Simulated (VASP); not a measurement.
Set up this calculation in VASP 6.6.1, as the native input.

```yaml
Task: single point
Functional: PBE
Potentials_or_basis: VASP PAW PBE potentials, release 64 (Ta_pv, N)
Cutoff: 520 eV
k_mesh: 18 × 18 × 18
Occupations: gaussian, width 0.15 eV
Spin: no spin polarisation
Dipole_correction: no
Further_INCAR_settings: ALGO = Normal; EDIFF = 1e-06; NBANDS = 15
```

The structure of TaN lies in POSCAR:

```
TaN
1.0
   -0.1104056128      2.2081122570      2.2964367473
    2.0977066441      0.0000000000      2.1860311344
    2.2081122570      2.2081122570     -0.1104056128
Ta N
1 1
Direct
    0.5000000000      0.5000000000      0.5000000000
    0.0000000000      0.0000000000      0.0000000000
```

This cell differs from its parent crystal: engineering shear strain xz -0.1000, normal strain along z +0.0400.

One way to write it, as run:

INCAR

```
SYSTEM = TaN
PREC = Accurate ; ENCUT = 520
EDIFF = 1E-6 ; ISMEAR = 0
SIGMA = 0.15 ; LREAL = .FALSE.
LASPH = .TRUE. ; NELM = 80
ALGO = Normal ; ISIF = 2
LWAVE = .FALSE. ; LCHARG = .TRUE.
GGA = PE ; LELF = .TRUE.
LVHAR = .TRUE. ; NBANDS = 15
```

KPOINTS

```
Automatic mesh
0
G
  18 18 18
  0 0 0
```

Potentials or basis: VASP PAW PBE potentials, release 64 (Ta_pv, N).

Launch:

```bash
$ cat potpaw_PBE.64/Ta_pv/POTCAR potpaw_PBE.64/N/POTCAR > POTCAR
$ mpirun -np 1 vasp_std > vasp.out
```

It gave:

```yaml
Pressure: -8.9 GPa
Band_gap_on_the_k_mesh: zero (band 8 reaches 10.34 eV, above the bottom of band 9 at 6.70 eV)
```

Caveat: the cell differs from its parent crystal (engineering shear strain xz -0.1000, normal strain along z +0.0400); spin-orbit coupling is left out, which moves the levels of the heavy elements.

It took 4.3 min on 1 thread of Intel(R) Xeon(R) Platinum 8259CL CPU @ 2.50GHz (Skylake/Cascade Lake) (shared host), peak memory 0.59 GiB.
